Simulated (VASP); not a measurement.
# Si2Ni: single point with PBE

The system is Si2Ni.

```
Si Ni
1.0
     0.00000   -2.72341   -2.72341
    -2.72341    0.00000   -2.72341
     2.72341    2.72341   -5.44683
Si Ni
4 2
Direct
  0.11705 0.11705 0.62765
  0.63295 0.63295 0.12235
  0.38295 0.38295 0.87235
  0.86705 0.86705 0.37765
  0.50471 0.50471 0.50026
  0.99529 0.99529 0.99974
```

This cell differs from its parent crystal: atoms displaced along a vibrational mode.

```json
{"Program": "VASP 6.6.1", "Task": "single point", "Functional": "PBE", "Potentials or basis": "VASP PAW PBE potentials, release 64 (Si, Ni)", "Cutoff": "520 eV", "k mesh": "12 × 12 × 14", "Occupations": "gaussian, width 0.15 eV", "Spin": "no spin polarisation"}
```

```json
{
  "Pressure": "0.4 GPa",
  "Largest force": "0.777 eV/Å",
  "Band gap on the k mesh": "zero (bands 18 and 19 overlap by 2.15 eV)"
}
```

Forces on the atoms (eV/Å):
```
Si  -0.314 -0.314 -0.282
Si   0.353  0.353  0.382
Si   0.314  0.314  0.282
Si  -0.353 -0.353 -0.382
Ni   0.295  0.295  0.655
Ni  -0.295 -0.295 -0.655
```

Stress tensor (GPa, compression positive):
```
0.43 0.26 0.33
0.26 0.43 0.33
0.33 0.33 0.24
```

Levels at points of the mesh, in eV from the Fermi level:
```csv
k point,band 16,band 17,band 18,band 19,band 20,band 21
"(0.00, 0.00, 0.00)",-0.44,1.53,1.70,1.71,1.72,1.79
"(0.50, 0.00, 0.00)",-2.46,-2.35,-2.33,0.26,0.30,3.74
"(0.50, 0.50, 0.00)",-2.99,-1.37,-1.35,-0.43,1.43,1.81
"(0.00, 0.00, 0.50)",-0.12,-0.02,0.09,0.98,1.01,2.43
"(0.50, 0.00, 0.50)",-2.99,-1.35,-1.33,-0.43,1.48,1.78
"(0.50, 0.50, 0.50)",-2.40,-2.40,-2.38,0.24,0.32,3.78
```

Wall time 10 min on 1 thread of Intel(R) Xeon(R) 6975P-C (Granite Rapids) (shared host), peak memory 0.96 GiB.

Caveat: the cell differs from its parent crystal (atoms displaced along a vibrational mode). Spin polarisation is off, so any magnetic state and its effect on volume and gap are missing.
